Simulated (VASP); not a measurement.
Write the native input for VASP 6.6.1 that does the following.

- Task: single point
- Functional: PBE
- Potentials or basis: VASP PAW PBE potentials, release 64 (Sn_d)
- Cutoff: 520 eV
- k mesh: 6 × 6 × 6
- Occupations: fermi-dirac, width 0.15 eV
- Spin: no spin polarisation
- Dipole correction: no
- Further INCAR settings: ALGO = Normal; EDIFF = 1e-07; NBANDS = 21

The structure of Sn lies in POSCAR:

```
Sn
1.0
    0.0000000000      3.2547564916      3.2547564916
    3.2547564916      0.0000000000      3.2547564916
    3.2547564916      3.2547564916      0.0000000000
Sn
2
Direct
    0.0000000000      0.0000000000      0.0000000000
    0.2500000000      0.2500000000      0.2500000000
```

One way to write it, as run:

INCAR

```
SYSTEM = Sn
PREC = Accurate ; ENCUT = 520
EDIFF = 1E-7 ; ISMEAR = -1
SIGMA = 0.15 ; LREAL = .FALSE.
LASPH = .TRUE. ; NELM = 80
ALGO = Normal ; ISIF = 2
LWAVE = .FALSE. ; LCHARG = .FALSE.
GGA = PE ; NBANDS = 21
```

KPOINTS

```
regular mesh
0
G
  6 6 6
  0 0 0
```

Potentials or basis: VASP PAW PBE potentials, release 64 (Sn_d).

The run is started by

```sh
$ cat potpaw_PBE.64/Sn_d/POTCAR > POTCAR
$ mpirun -np 1 vasp_std > vasp.out
```

It gave:

```
Pressure               : 2.9 GPa
Band gap on the k mesh : zero (band 14 reaches 5.63 eV, above the bottom of band 15 at 5.52 eV)
```

Caveat: spin-orbit coupling is left out, which moves the levels of the heavy elements.

Wall time 18 s on 1 thread of Intel Xeon 6975P-C (shared host), peak memory 0.2 GiB.
